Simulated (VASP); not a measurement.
Sb:

```
Sb
1.0
     2.15420    1.24373    3.75800
    -2.15420    1.24373    3.75800
     0.00000   -2.48746    3.75800
Sb
2
Direct
  0.76651 0.76651 0.76651
  0.23349 0.23349 0.23349
```

Base run:

```yaml
Program: VASP 6.6.1
Functional: PBE
Potentials_or_basis: VASP PAW PBE potentials, release 64 (Sb)
Cutoff: 520 eV
k_mesh: 6 × 6 × 6
Occupations: gaussian, width 0.05 eV
Spin: no spin polarisation
```

Its results: band gap on the k mesh zero (bands 5 and 6 overlap by 0.27 eV); pressure 2.9 GPa; largest force 0.106 eV/Å.

**Question.** The run is repeated on the same cell with these changes: functional from PBE to PBEsol; occupations from gaussian, width 0.05 eV to fermi-dirac, width 0.05 eV. What comes out?

**Answer.** Band gap on the k mesh zero (bands 5 and 6 overlap by 0.29 eV); pressure 0.3 GPa; largest force 0.070 eV/Å.

Caveats: spin-orbit coupling is left out, which moves the levels of the heavy elements; the PAW data sets were made with another functional, which shifts forces and pressure a little (at least some runs).
